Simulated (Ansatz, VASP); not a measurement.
## Bi2Se3: VASP beside Ansatz

The input INCAR:

```
ALGO     = Normal         # electronic algorithm
EDIFF    = 1E-6           # SCF threshold, eV
ENCUT    = 520            # plane-wave cutoff, eV
GGA      = PE             # functional
ISIF     = 2              # what is computed and relaxed
ISMEAR   = -1             # smearing method
LASPH    = T              # aspherical terms in the spheres
LCHARG   = F              # write CHGCAR
LREAL    = F              # projectors in reciprocal space
LWAVE    = F              # write WAVECAR
NBANDS   = 32             # bands
NELM     = 80             # most SCF steps
PREC     = Accurate       # precision mode
SIGMA    = 0.03           # smearing width, eV
```

File KPOINTS:

```
k-points
0
Gamma
  6 6 6
```

The input POSCAR:

```
Bi2Se3
1.0
    2.1129292827      1.2199002901      9.5453300000
   -2.1129292827      1.2199002901      9.5453300000
    0.0000000000     -2.4398005804      9.5453300000
Bi Se
2 3
Direct
    0.4008000000      0.4008000000      0.4008000000
    0.5992000000      0.5992000000      0.5992000000
    0.0000000000      0.0000000000      0.0000000000
    0.2117000000      0.2117000000      0.2117000000
    0.7883000000      0.7883000000      0.7883000000
```

Input for Ansatz:

```yaml
crystal:
  lattice:
    - [2.1129292827, 1.2199002901, 9.54533]
    - [-2.1129292827, 1.2199002901, 9.54533]
    - [0.0, -2.4398005804, 9.54533]
  atoms:
    - { symbol: Bi, position: [0.4008, 0.4008, 0.4008] }
    - { symbol: Bi, position: [0.5992, 0.5992, 0.5992] }
    - { symbol: Se, position: [0.0, 0.0, 0.0] }
    - { symbol: Se, position: [0.2117, 0.2117, 0.2117] }
    - { symbol: Se, position: [0.7883, 0.7883, 0.7883] }
kpoints:
  mp_grid: { grid: [6, 6, 6] }
  band_path:
    path:
      - [0.0, 0.0, 0.0]
      - [0.5, 0.5, 0.5]
      - [0.8224446463, 0.1775553537, 0.5]
      - [0.5, -0.1775553537, 0.1775553537]
      - [0.5, 0.0, 0.0]
      - [0.0, 0.0, 0.0]
      - [0.3387776769, -0.3387776769, 0.0]
      - [0.6612223231, 0.0, 0.3387776769]
      - [0.5, 0.0, 0.5]
    npoints: 5
scf:
  occupations: { method: fermi_dirac, width: 0.03 }
hamiltonian:
  xc: pbe
  pseudopotentials: { kind: all_electron, lapw: { basis_error: 0.0005 } }
output:
  forces: true
  stress: true
  eigenvalues: true
```

Change from the starting cell: equal xx and yy strain of +2 %.

Alike in both runs: task single point; functional PBE; k mesh 6 × 6 × 6; occupations fermi-dirac, width 0.03 eV; no spin polarisation.

|  | VASP | Ansatz |
| --- | --- | --- |
| version | VASP 6.6.1 | Ansatz 0.2.0 |
| potentials or method | VASP PAW PBE potentials, release 64 (Bi_d, Se), cutoff 520 eV | all-electron LAPW, scalar-relativistic |

Ansatz gave:

| Property | Result |
| --- | --- |
| pressure (GPa) | 0.0 |
| traceless stress, the component that is largest in VASP (GPa) | 0.56 |
| rms of the force components (eV/Å) | 0.032 |

Q: Estimate VASP's values.

A: Pressure (GPa): 0.1; traceless stress, the component that is largest in VASP (GPa): 0.56; rms of the force components (eV/Å): 0.031.

Atom by atom the forces differ by 0.005 eV/Å (rms over components). Ansatz ran all-electron here, and VASP with PAW potentials.

Spin-orbit coupling is off throughout.
